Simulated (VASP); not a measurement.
# SiC (I-4m2) in VASP: notebook

The runs below take SiC through single point, with PBE.

All numbers are computed with VASP 6.6.1; they aren't measurements. Logs are shortened: lines on timing, memory, paths and dates and some standing lists are left out, and cuts for length are marked.

## 1. The cell of the first run

The structure is tetragonal, space group I-4m2 (No. 119). Conventional cell: a = 3.451 Å, b = 3.451 Å, c = 3.451 Å, α = 90.00°, β = 90.00°, γ = 90.00°. Within 2.6 Å of Si (site symmetry -4m2) lie 4 C at 1.93 Å. Within 2.6 Å of C (site symmetry -4m2) lie 4 Si at 1.93 Å.

## 2. Single point, PBE

File INCAR:

```
SYSTEM = SiC
PREC = Accurate ; ENCUT = 520
EDIFF = 1E-6 ; ISMEAR = 0
SIGMA = 0.05 ; LREAL = .False.
LASPH = .True. ; NELM = 60
ALGO = Normal ; ISIF = 2
LWAVE = .False. ; LCHARG = .False.
GGA = PE ; NBANDS = 11
```

File KPOINTS:

```
regular mesh
0
Gamma
  12 12 12
  0 0 0
```

File POSCAR:

```
SiC
1.0
    0.0000000000      2.4403553397      1.7253312252
    2.4403553397      0.0000000000      1.7253312252
    2.4403553397      2.4403553397      0.0000000000
Si C
1 1
Direct
    0.0000000000      0.0000000000      0.0000000000
    0.7500000000      0.7500000000      0.7500000000
```

Potentials or basis: VASP PAW PBE potentials, release 64 (Si, C).

Run with:

```
> cat potpaw_PBE.64/Si/POTCAR potpaw_PBE.64/C/POTCAR > POTCAR
> mpirun -np 1 vasp_std > vasp.out
```

OUTCAR:

```text
SYSTEM = SiC
   PREC = Accurate
   ENCUT = 520
   EDIFF = 1E-6
   ISMEAR = 0
   LREAL = .False.
   LASPH = .True.
   NELM = 60
   ISIF = 2
   GGA = PE

 ion  position               nearest neighbor table
   1  0.000  0.000  0.000-   2 1.93   2 1.93   2 1.93   2 1.93
   2  0.750  0.750  0.750-   1 1.93   1 1.93   1 1.93   1 1.93

  LATTYP: Found a body centered tetragonal cell.
 ALAT       =     3.4511836184
 C/A-ratio  =     0.9998489886

  Lattice vectors:

 A1 = (   0.0000000000,  -2.4403553397,  -1.7253312252)
 A2 = (   0.0000000000,   2.4403553397,  -1.7253312252)
 A3 = (   2.4403553397,   0.0000000000,   1.7253312252)

Analysis of symmetry for initial positions (statically):
=====================================================================
 Subroutine PRICEL returns:
 Original cell was already a primitive cell.

 Routine SETGRP: Setting up the symmetry group for a
 body centered tetragonal supercell.

 Subroutine GETGRP returns: Found  8 space group operations
 (whereof  8 operations were pure point group operations)
 out of a pool of 16 trial point group operations.

The static configuration has the point symmetry D_2d.

Analysis of symmetry for dynamics (positions and initial velocities):
=====================================================================
 Subroutine PRICEL returns:
 Original cell was already a primitive cell.

 Routine SETGRP: Setting up the symmetry group for a
 body centered tetragonal supercell.

 Subroutine GETGRP returns: Found  8 space group operations
 (whereof  8 operations were pure point group operations)
 out of a pool of 16 trial point group operations.

The dynamic configuration has the point symmetry D_2d.

 Subroutine INISYM returns: Found  8 space group operations
 (whereof  8 operations are pure point group operations),
 and found     1 'primitive' translations

----------------------------------------------------------------------------------------

                                     Primitive cell

  volume of cell :      20.5498

  direct lattice vectors                    reciprocal lattice vectors
     0.000000000  2.440355340  1.725331225    -0.204888195  0.204888195  0.289799427
     2.440355340  0.000000000  1.725331225     0.204888195 -0.204888195  0.289799427
     2.440355340  2.440355340  0.000000000     0.204888195  0.204888195 -0.289799427

  length of vectors
     2.988662246  2.988662246  3.451183618     0.409807336  0.409807336  0.409807336

  position of ions in fractional coordinates (direct lattice)
     0.000000000  0.000000000  0.000000000
     0.750000000  0.750000000  0.750000000

  ion indices of the primitive-cell ions
   primitive index   ion index
                 1           1
                 2           2

----------------------------------------------------------------------------------------

 KPOINTS: regular mesh

Automatic generation of k-mesh.
 Grid dimensions read from file:
 generate k-points for:   12   12   12

 Generating k-lattice:

  Cartesian coordinates                     Fractional coordinates (reciprocal lattice)
    -0.017074016  0.017074016  0.024149952     0.083333333  0.000000000  0.000000000
     0.017074016 -0.017074016  0.024149952     0.000000000  0.083333333  0.000000000
     0.017074016  0.017074016 -0.024149952     0.000000000  0.000000000  0.083333333

  Length of vectors
     0.034150611  0.034150611  0.034150611

  Shift w.r.t. Gamma in fractional coordinates (k-lattice)
     0.000000000  0.000000000  0.000000000

 Subroutine IBZKPT returns following result:
 ===========================================

 Found    163 irreducible k-points:

 Following reciprocal coordinates:
            Coordinates               Weight
  0.000000  0.000000  0.000000      1.000000
  0.083333 -0.000000  0.000000      8.000000
  0.166667  0.000000  0.000000      8.000000
  0.250000 -0.000000  0.000000      8.000000
  0.333333  0.000000  0.000000      8.000000
  0.416667  0.000000  0.000000      8.000000
[... 16 lines left out ...]
  0.500000  0.166667  0.000000      8.000000
 -0.416667  0.166667  0.000000      8.000000
 [... further k-points ...]
   k-points           NKPTS =    163   k-points in BZ     NKDIM =    163   number of bands    NBANDS=     11
   number of dos      NEDOS =    301   number of ions     NIONS =      2
   total plane-waves  NPLWV =  16128
   dimension x,y,z NGX =    24 NGY =   24 NGZ =   28
   dimension x,y,z NGXF=    48 NGYF=   48 NGZF=   56
   ions per type =               1   1
   NGX,Y,Z   is equivalent  to a cutoff of  13.35, 13.35, 13.49 a.u.
   NGXF,Y,Z  is equivalent  to a cutoff of  26.70, 26.70, 26.98 a.u.
 SYSTEM =  SiC
   PREC   = accura    normal or accurate (medium, high low for compatibility)
   ISTART =      0    job   : 0-new  1-cont  2-samecut
   ICHARG =      2    charge: 1-file 2-atom 10-const
   ISPIN  =      1    spin polarized calculation?
   LNONCOLLINEAR =      F non collinear calculations
   LSORBIT =      F    spin-orbit coupling
   LASPH  =      T    aspherical Exc in radial PAW
   ENCUT  =  520.0 eV  38.22 Ry    6.18 a.u.   5.56  5.56  6.42*2*pi/ulx,y,z
   NELM   =     60;   NELMIN=  2; NELMDL= -5     # of ELM steps
   EDIFF  = 0.1E-05   stopping-criterion for ELM
   LREAL  =      F    real-space projection
   EDIFFG = 0.1E-04   stopping-criterion for IOM
   NSW    =      0    number of steps for IOM
   IBRION =     -1    ionic relax: 0-MD 1-quasi-New 2-CG
   NFREE  =      0    steps in history (QN), initial steepest desc. (CG)
   ISIF   =      2    stress and relaxation
   ISYM   =      2    0-nonsym 1-usesym 2-fastsym
   POTIM  = 0.5000    time-step for ionic-motion
   TEBEG  =    0.0;   TEEND  =   0.0 temperature during run
   PSTRESS=    0.0 pullay stress
   NELECT =       8.0000    total number of electrons
   NUPDOWN=      -1.0000    fix difference up-down
   EMIN   =  10.00;   EMAX   =-10.00  energy-range for DOS
   EFERMI =   0.00;   METHOD = LEGACY
   ISMEAR =     0;   SIGMA  =   0.05  broadening in eV -4-tet -1-fermi 0-gaus
   EFERMI_NEDOS =   21; number of points for ismear=-14 and -15
   IALGO  =     38    algorithm
   IMIX   =      4    mixing-type and parameters
     AMIX     =   0.40;   BMIX     =  1.00
     AMIX_MAG =   1.60;   BMIX_MAG =  1.00
  volume/ion in A,a.u.               =      10.27        69.34
  Fermi-wavevector in a.u.,A,eV,Ry     =   1.195369  2.258920 19.441458  1.428907
  Thomas-Fermi vector in A             =   2.331336
   LORBIT       =      0    0 simple, 1 ext, 2 COOP (PROOUT), +10 PAW based schemes
   GGA     = PE    functional components
   LHFCALC =     F    Hartree Fock is set to
   AEXX    =    0.0000 exact exchange contribution
   IVDW    =     0    specifies the selected vdW correction
   LEPSILON=     F    determine dielectric tensor
   LRPA    =     F    only Hartree local field effects (RPA)
 non-spin polarized calculation
 Gauss-broadening in eV      SIGMA  =   0.05
  energy-cutoff  :      520.00
  volume of cell :       20.55
 maximum number of plane-waves:       586
 NGX is ok and might be reduce to    24

 number of electron       8.0000000 magnetization

 Free energy of the ion-electron system (eV)
  ---------------------------------------------------
  ext. energy  EPLUGINS =         0.00000000
  ---------------------------------------------------
  free energy    TOTEN  =       -14.19930871 eV

  energy without entropy =      -14.19896467  energy(sigma->0) =      -14.19913669

 E-fermi :   9.0993     XC(G=0): -11.5159

 val. band max:        9.0844181834   @ k =   0.4167   0.3333   0.0000
 cond. band min:       9.1308433699   @ k =   0.5000   0.4167   0.0833
 fundamental gap:      0.0464251865
 Fermi energy:         9.0992719777

 k-point     1 :       0.0000    0.0000    0.0000
  band No.  band energies     occupation
      1      -7.1165      2.00000
      2       8.0433      2.00000
      3       8.0433      2.00000
      4       9.6935      0.00000
      5      14.1070      0.00000
      6      15.6904      0.00000
      7      16.6976      0.00000
      8      16.6976      0.00000
      9      18.1729      0.00000
     10      22.4052      0.00000
     11      22.6493      0.00000

 k-point     2 :       0.0833   -0.0000    0.0000
  band No.  band energies     occupation
      1      -6.9698      2.00000
      2       7.6030      2.00000
      3       7.8378      2.00000
      4       9.3835      0.00000
      5      14.4185      0.00000
      6      15.2941      0.00000
      7      16.3722      0.00000
      8      16.9084      0.00000
      9      18.5276      0.00000
     10      21.3990      0.00000
     11      23.4082      0.00000

 k-point     3 :       0.1667    0.0000    0.0000
  band No.  band energies     occupation
      1      -6.5334      2.00000
      2       6.2586      2.00000
      3       7.3411      2.00000
      4       8.9906      1.99788
      5      13.7285      0.00000
      6      15.5413      0.00000
      7      15.7672      0.00000
      8      17.5156      0.00000
      9      19.7724      0.00000
     10      21.1502      0.00000
     11      25.2141      0.00000

 k-point     4 :       0.2500   -0.0000    0.0000
  band No.  band energies     occupation
      1      -5.8215      2.00000
      2       4.4243      2.00000
      3       6.7707      2.00000
      4       8.7076      2.00000
      5      12.6530      0.00000
      6      14.6695      0.00000
      7      16.6675      0.00000
      8      18.3876      0.00000
      9      21.5615      0.00000
     10      21.6754      0.00000
     11      27.4177      0.00000
[... 239 lines left out ...]
 k-point    22 :       0.4167    0.1667    0.0000
  band No.  band energies     occupation
      1      -3.3262      2.00000
      2       1.4116      2.00000
      3       5.0127      2.00000
      4       6.7565      2.00000
      5      11.6756      0.00000
      6      15.3031      0.00000
      7      15.5833      0.00000
      8      18.3095      0.00000
      9      25.0508      0.00000
     10      25.4635      0.00000
     11      27.6392      0.00000

 k-point    23 :       0.5000    0.1667    0.0000
  band No.  band energies     occupation
      1      -2.6878      2.00000
      2       0.4973      2.00000
      3       4.8988      2.00000
      4       6.7214      2.00000
      5      11.7747      0.00000
      6      15.4405      0.00000
      7      15.9041      0.00000
      8      17.8798      0.00000
      9      24.6892      0.00000
     10      26.6818      0.00000
     11      27.0290      0.00000

 k-point    24 :      -0.4167    0.1667    0.0000
  band No.  band energies     occupation
      1      -3.2499      2.00000
      2       1.1693      2.00000
      3       5.0207      2.00000
      4       6.8114      2.00000
      5      11.8098      0.00000
      6      15.5335      0.00000
      7      16.5881      0.00000
      8      17.8905      0.00000
      9      23.5389      0.00000
     10      25.4180      0.00000
     11      25.8866      0.00000

 [... further k-points ...]
[... 5 lines left out ...]
  --------------------------------------------------------------------------------------
  -------------------------------------------------------------------------------------
  Total       -2.6297493     -2.6297493      3.4814371      0.0000000      0.0000000     -0.0000000
  in kB     -205.0294849   -205.0294849    271.4316686      0.0000000      0.0000000     -0.0000000
  external PRESSURE =     -46.2091004 kB  Pullay stress =       0.0000000 kB

 VOLUME and BASIS-vectors are now :
 -----------------------------------------------------------------------------
  energy-cutoff  :      520.00
  volume of cell :       20.55
      direct lattice vectors                 reciprocal lattice vectors
     0.000000000  2.440355340  1.725331225    -0.204888195  0.204888195  0.289799427
     2.440355340  0.000000000  1.725331225     0.204888195 -0.204888195  0.289799427
     2.440355340  2.440355340  0.000000000     0.204888195  0.204888195 -0.289799427

 POSITION                                       TOTAL-FORCE (eV/Angst)
 -----------------------------------------------------------------------------------
      0.00000      0.00000      0.00000        -0.000000     -0.000000      0.000000
      3.66053      3.66053      2.58800         0.000000      0.000000     -0.000000
 -----------------------------------------------------------------------------------
    total drift:                                0.000000      0.000000      0.000000

  FREE ENERGIE OF THE ION-ELECTRON SYSTEM (eV)
  ---------------------------------------------------
  free  energy   TOTEN  =       -14.1993087117 eV

  energy  without entropy=      -14.1989646679  energy(sigma->0) =      -14.19913669
```

It took 54 s on 1 thread of AMD EPYC 7R13, shared host; peak memory 0.13 GiB.

What came out:

* Free energy: -14.1993 eV
* Pressure: -4.6 GPa
* Band gap on the k mesh: zero (band 4 reaches 9.69 eV, above the bottom of band 5 at 8.46 eV)

## 3. Single point, PBE

This run uses another cell than the first one, of the same volume but with other edges.

File INCAR:

```
PREC = Accurate
ENCUT = 520
EDIFF = 1E-6
ISMEAR = 0
SIGMA = 0.05
LREAL = F
LASPH = T
NELM = 80
ALGO = Normal
ISIF = 2
LWAVE = F
LCHARG = F
GGA = PE
NBANDS = 11
```

File KPOINTS:

```
Automatic mesh
0
Gamma
  12 12 12
```

File POSCAR:

```
SiC
1.0
    0.0000000000      1.9369113167      2.7387926018
    1.9369113167      0.0000000000      2.7387926018
    1.9369113167      1.9369113167      0.0000000000
Si C
1 1
Direct
    0.0000000000      0.0000000000      0.0000000000
    0.7500000000      0.7500000000      0.7500000000
```

Potentials or basis: VASP PAW PBE potentials, release 64 (Si, C).

Run with:

```
> cat potpaw_PBE.64/Si/POTCAR potpaw_PBE.64/C/POTCAR > POTCAR
> mpirun -np 1 vasp_std > vasp.out
```

Wall time 67 s (1 thread of AMD EPYC 7R13, shared host); peak memory 0.13 GiB.

The run converged. Its results:

* Free energy: -13.1134 eV
* Pressure: 1.6 GPa
* Band gap on the k mesh: zero (band 4 reaches 10.24 eV, above the bottom of band 5 at 9.18 eV)

Stress tensor (GPa, compression positive):
```
 45.44   0.00   0.00
  0.00  45.44   0.00
  0.00   0.00 -86.21
```

Levels at points of the mesh, in eV from the Fermi level:
```tsv
k point	band 1	band 2	band 3	band 4	band 5	band 6	band 7	band 8	band 9
(0.00, 0.00, 0.00)	-17.05	-3.97	-0.04	-0.04	1.65	5.76	6.16	6.16	9.29
(0.50, 0.00, 0.00)	-13.13	-10.03	-4.81	-0.54	0.12	7.84	8.63	9.15	13.24
(0.50, 0.50, 0.00)	-13.46	-12.13	-1.80	-1.80	2.47	6.83	8.90	12.51	12.51
(0.50, 0.00, 0.50)	-10.77	-7.70	-5.79	-4.98	-0.71	1.05	6.44	10.48	12.15
```

## 4. Single point, PBE

This run uses another cell than the first one, of the same volume but with other edges.

File INCAR:

```
SYSTEM = SiC
PREC     = Accurate       ! precision mode
ENCUT    = 520            ! plane-wave cutoff, eV
EDIFF    = 1E-7           ! SCF threshold, eV
ISMEAR   = 0              ! smearing method
SIGMA    = 0.05           ! smearing width, eV
LREAL    = .FALSE.        ! projectors in reciprocal space
LASPH    = .TRUE.         ! aspherical terms in the spheres
NELM     = 100            ! most SCF steps
ALGO     = Normal         ! electronic algorithm
ISIF     = 2              ! what is computed and relaxed
LWAVE    = .FALSE.        ! write WAVECAR
LCHARG   = .FALSE.        ! write CHGCAR
GGA      = PE             ! functional
NBANDS   = 11             ! bands
```

File KPOINTS:

```
regular mesh
0
G
  12 12 12
  0 0 0
```

File POSCAR:

```
SiC
1.0
    0.0000000000      2.2950204754      1.9507674041
    2.2950204754      0.0000000000      1.9507674041
    2.2950204754      2.2950204754      0.0000000000
Si C
1 1
Direct
    0.0000000000      0.0000000000      0.0000000000
    0.7500000000      0.7500000000      0.7500000000
```

Run with:

```
> cat potpaw_PBE.64/Si/POTCAR potpaw_PBE.64/C/POTCAR > POTCAR
> mpirun -np 1 vasp_std > vasp.out
```

Wall time 66 s (1 thread of AMD EPYC 7R13, shared host); peak memory 0.13 GiB.

It converged, with:

```
Free energy            : -14.8231 eV
Pressure               : 2.5 GPa
Band gap on the k mesh : zero (band 4 reaches 8.87 eV, above the bottom of band 5 at 8.82 eV)
```

Stress tensor (GPa, compression positive):
```
-7.35  0.00  0.00
 0.00 -7.35  0.00
 0.00  0.00 22.29
```

Levels at points of the mesh, in eV from the Fermi level:
```tsv
k point	band 1	band 2	band 3	band 4	band 5	band 6	band 7	band 8	band 9
(0.00, 0.00, 0.00)	-16.08	-0.85	-0.85	0.02	5.59	6.52	7.02	7.02	11.56
(0.50, 0.00, 0.00)	-12.41	-9.16	-2.51	-0.90	3.78	5.49	8.92	9.99	14.16
(0.50, 0.50, 0.00)	-10.16	-7.03	-4.88	-4.88	-0.02	1.83	12.99	12.99	15.60
(0.50, 0.00, 0.50)	-11.41	-9.08	-3.19	-3.00	1.42	4.74	11.17	12.76	15.22
```

## 5. The runs side by side

```tsv
cell	gap on the mesh (eV)	pressure (GPa)
a = 2.989, b = 2.989, c = 3.451 Å, angles 54.7, 54.7, 70.5°, 2 atoms	none	-4.6
a = 3.354, b = 3.354, c = 2.739 Å, angles 65.9, 65.9, 48.2°, 2 atoms	none	1.6
a = 3.012, b = 3.012, c = 3.246 Å, angles 57.4, 57.4, 65.2°, 2 atoms	none	2.5
```

Alike in all rows: task single point; level PBE; potentials or basis VASP PAW PBE potentials, release 64 (Si, C); no spin polarisation; k mesh 12 × 12 × 12; cutoff (eV) 520; smearing gaussian 0.05 eV.

Total energies depend on the potentials used, so only differences within one code and one set of settings carry meaning.
